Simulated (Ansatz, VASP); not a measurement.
**InAs: VASP beside Ansatz**

The input INCAR:

```
  ALGO = Normal
  DIPOL = 0.5 0.5 0.500
  EDIFF = 1E-6
  ENCUT = 520
  GGA = PS
  IDIPOL = 3
  ISIF = 2
  ISMEAR = 0
  LASPH = T
  LCHARG = T
  LDIPOL = T
  LELF = T
  LREAL = F
  LVACPOTAV = T
  LVHAR = T
  LWAVE = F
  NBANDS = 66
  NELM = 100
  PREC = Accurate
  SIGMA = 0.1
```

File KPOINTS:

```
k-points
0
Gamma
  8 6 1
```

The input POSCAR:

```
InAs
1.0
    4.3044884338      0.0000000000      0.0000000000
    0.0000000000      6.0874659222      0.0000000000
    0.0000000000      0.0000000000     25.7612210845
In As
6 6
Direct
    0.5000000000      0.5000000000      0.2911352678
    0.0000000000      0.0000000000      0.3746811607
    0.5000000000      0.5000000000      0.4582270536
    0.0000000000      0.0000000000      0.5417729464
    0.5000000000      0.5000000000      0.6253188393
    0.0000000000      0.0000000000      0.7088647322
    0.0000000000      0.2500000000      0.2911352678
    0.5000000000      0.7500000000      0.3746811607
    0.0000000000      0.2500000000      0.4582270536
    0.5000000000      0.7500000000      0.5417729464
    0.0000000000      0.2500000000      0.6253188393
    0.5000000000      0.7500000000      0.7088647322
```

Input for Ansatz:

```yaml
crystal:
  lattice:
    - [4.3044884338, 0.0, 0.0]
    - [0.0, 6.0874659222, 0.0]
    - [0.0, 0.0, 25.7612210845]
  atoms:
    - { symbol: In, position: [0.5, 0.5, 0.2911352678] }
    - { symbol: As, position: [0.0, 0.25, 0.2911352678] }
    - { symbol: In, position: [0.0, 0.0, 0.3746811607] }
    - { symbol: As, position: [0.5, 0.75, 0.3746811607] }
    - { symbol: In, position: [0.5, 0.5, 0.4582270536] }
    - { symbol: As, position: [0.0, 0.25, 0.4582270536] }
    - { symbol: In, position: [0.0, 0.0, 0.5417729464] }
    - { symbol: As, position: [0.5, 0.75, 0.5417729464] }
    - { symbol: In, position: [0.5, 0.5, 0.6253188393] }
    - { symbol: As, position: [0.0, 0.25, 0.6253188393] }
    - { symbol: In, position: [0.0, 0.0, 0.7088647322] }
    - { symbol: As, position: [0.5, 0.75, 0.7088647322] }
basis:
  ecutwfc: 420
kpoints:
  mp_grid: { grid: [8, 6, 1] }
hamiltonian:
  xc: pbesol
scf:
  occupations: { method: gaussian, width: 0.1 }
output:
  forces: true
  stress: true
  eigenvalues: true
  write_density: true
  write_potential: true
  elf: true
  volumetric_format: npy
efield:
  axis: 3
  dipole_correction: true
  ramp_width: 0.04
```

Alike in both runs: task single point; functional PBEsol; k mesh 8 × 6 × 1; occupations gaussian, width 0.1 eV; no spin polarisation.

```csv
,VASP,Ansatz
version,VASP 6.6.1,Ansatz 0.2.0
potentials or method,"VASP PAW PBE potentials, release 64 (In_d, As), cutoff 520 eV","scalar-relativistic, plane waves, PAW"
valence electrons in the cell,108,168
```

Ansatz gave:

- gap on the k mesh at the Fermi level (eV): 0.33
- least direct gap on the mesh (eV): 0.33
- rms of the force components (eV/Å): 0.437

Problem. What did VASP give for the same quantities?

Solution. gap on the k mesh at the Fermi level (eV): 0.33; least direct gap on the mesh (eV): 0.33; rms of the force components (eV/Å): 0.436.

VASP's potentials were made for PBE, not for PBEsol. VASP's potentials hold 108 valence electrons a cell and Ansatz's 168, so a difference there can come from the potentials and not from the codes. Ansatz's warnings: xc potential rough in thin density.
